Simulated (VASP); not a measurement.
Here is a VASP 6.6.1 calculation.

The input INCAR:

```
PREC = Accurate
ENCUT = 520
EDIFF = 1E-7
ISMEAR = 0
SIGMA = 0.05
LREAL = F
LASPH = T
NELM = 60
ALGO = Normal
ISIF = 2
LWAVE = F
LCHARG = F
NBANDS = 36
```

The input KPOINTS:

```
regular mesh
0
Gamma
  8 8 3
```

Contents of POSCAR:

```
ZnS
1.0
    2.7046500000     -2.7046500000      0.0000000000
    2.7046500000      0.0000000000     -2.7046500000
    8.1139500000      4.0569750000      4.0569750000
Zn S
3 3
Direct
    0.6041500000      0.6041500000      0.1250333333
   -0.3958500000     -0.3958500000      0.7917000000
    0.1041500000      0.1041500000      0.4583666667
    0.2291500000      0.2291500000      0.8750333333
    0.7291500000      0.7291500000      0.5417000000
    0.2291500000      0.2291500000      0.2083666667
```

Potentials or basis: VASP PAW LDA potentials, release 64 (Zn, S).

Run with:

```sh
$ cat potpaw_LDA.64/Zn/POTCAR potpaw_LDA.64/S/POTCAR > POTCAR
$ mpirun -np 1 vasp_std > vasp.out
```

Q: Estimate the pressure.

A: -5.2 GPa.

Q: Predict the band gap on the k mesh.

A: 1.14 eV.

Q: Predict the largest force.

A: 0.276 eV/Å.

Stress tensor (GPa, compression positive):
```
-3.14  0.88  0.88
 0.88 -6.20  1.10
 0.88  1.10 -6.20
```

Caveat: the cell differs from its parent crystal (the part above a cut slid along it); the cell stands under tension.
